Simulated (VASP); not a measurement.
Co, 1 atom in the cell. The structure is cubic, space group Pm-3m (No. 221). The conventional cell has a = 2.250 Å, b = 2.250 Å, c = 2.250 Å, α = 90.00°, β = 90.00°, γ = 90.00°. Within 3.0 Å of Co (site symmetry m-3m) lie 6 Co at 2.25 Å. This isn't the form of Co at room conditions, which is hcp.

```yaml
Program: VASP 6.6.1
Task: single point
Functional: PBEsol
Potentials_or_basis: VASP PAW PBE potentials, release 64 (Co_sv)
Cutoff: 690 eV
k_mesh: 14 × 14 × 14
Occupations: fermi-dirac, width 0.1 eV
Spin: no spin polarisation
Dipole_correction: no
Further_INCAR_settings: ALGO = Normal; EDIFF = 1e-06; NBANDS = 14
```

Potentials or basis: VASP PAW PBE potentials, release 64 (Co_sv).

Run with:

```console
$ cat potpaw_PBE.64/Co_sv/POTCAR > POTCAR
$ mpirun -np 1 vasp_std > vasp.out
```

Hardware: 1 thread of Intel(R) Xeon(R) Platinum 8259CL CPU @ 2.50GHz (Skylake/Cascade Lake), on a shared host.

Q: How long does it take, and how much memory?

A: It took 30 s on 1 thread of Intel(R) Xeon(R) Platinum 8259CL CPU @ 2.50GHz (Skylake/Cascade Lake) (shared host), peak memory 0.14 GiB. Counts: scf iterations 12, k points 120.
